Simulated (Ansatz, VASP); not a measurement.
# MgO2 in VASP and in Ansatz

File POSCAR:

```
MgO2
1.0
    1.6288324313      0.9404068427      3.4939788749
   -1.6288324313      0.9404068427      3.4939788749
    0.0000000000     -1.8808136853      3.4939788749
Mg O
1 2
Direct
    0.0000000000      0.0000000000      0.0000000000
    0.4287860000      0.4287860000      0.4287860000
    0.5712140000      0.5712140000      0.5712140000
```

File INCAR.step1:

```
SYSTEM = MgO2
PREC = Accurate ; ENCUT = 520
ISMEAR = 0 ; SIGMA = 0.05
LREAL = .False. ; LASPH = .True.
NELM = 60 ; NBANDS = 14
GGA = PE ; ALGO = Normal
EDIFF = 1E-4 ; LWAVE = .True.
LCHARG = .False.
```

Contents of INCAR.step2:

```
SYSTEM = MgO2
PREC = Accurate ; ENCUT = 520
EDIFF = 1E-6 ; ISMEAR = 0
SIGMA = 0.05 ; LREAL = .False.
LASPH = .True. ; NELM = 60
ALGO = Normal ; ISIF = 2
LWAVE = .False. ; LCHARG = .False.
METAGGA = R2SCAN ; LMIXTAU = .True.
NBANDS = 14 ; ISTART = 1
```

The input KPOINTS:

```
regular mesh
0
Gamma
  12 12 12
  0 0 0
```

Input for Ansatz:

```yaml
crystal:
  lattice:
    - [1.6288324313, 0.9404068427, 3.4939788749]
    - [-1.6288324313, 0.9404068427, 3.4939788749]
    - [0.0, -1.8808136853, 3.4939788749]
  atoms:
    - { symbol: Mg, position: [0.0, 0.0, 0.0] }
    - { symbol: O, position: [0.428786, 0.428786, 0.428786] }
    - { symbol: O, position: [0.571214, 0.571214, 0.571214] }
basis:
  ecutwfc: 500
kpoints:
  mp_grid: { grid: [12, 12, 12] }
hamiltonian:
  xc: r2scan
scf:
  occupations: { method: gaussian, width: 0.05 }
output:
  forces: true
  stress: true
  eigenvalues: true
```

Change from the starting cell: strain +0.015 along x and y, +0.000 along z, atoms carried along.

Alike in both runs: task single point; functional r2SCAN; k mesh 12 × 12 × 12; occupations gaussian, width 0.05 eV; no spin polarisation.

```csv
,VASP,Ansatz
version,VASP 6.6.1,Ansatz 0.2.0
potentials or method,"VASP PAW PBE potentials, release 64 (Mg, O), cutoff 520 eV","scalar-relativistic, plane waves, PAW"
valence electrons in the cell,14,22
```

VASP gave:

| Item | Value |
| --- | --- |
| gap on the k mesh at the Fermi level (eV) | 2.95 |
| least direct gap on the mesh (eV) | 2.95 |
| pressure (GPa) | -8.4 |
| traceless stress, the component that is largest in VASP (GPa) | 2.67 |
| rms of the force components (eV/Å) | 0.106 |

Estimate Ansatz's values.

gap on the k mesh at the Fermi level (eV): 2.98; least direct gap on the mesh (eV): 2.98; pressure (GPa): -8.1; traceless stress, the component that is largest in VASP (GPa): 1.23; rms of the force components (eV/Å): 0.020.

VASP's potentials were made for PBE, not for r2SCAN. Atom by atom the forces differ by 0.125 eV/Å (rms over components). With one functional, cell and mesh, what is left measures potentials, basis and numerics. VASP's potentials hold 14 valence electrons a cell and Ansatz's 22, so a difference there can come from the potentials and not from the codes.
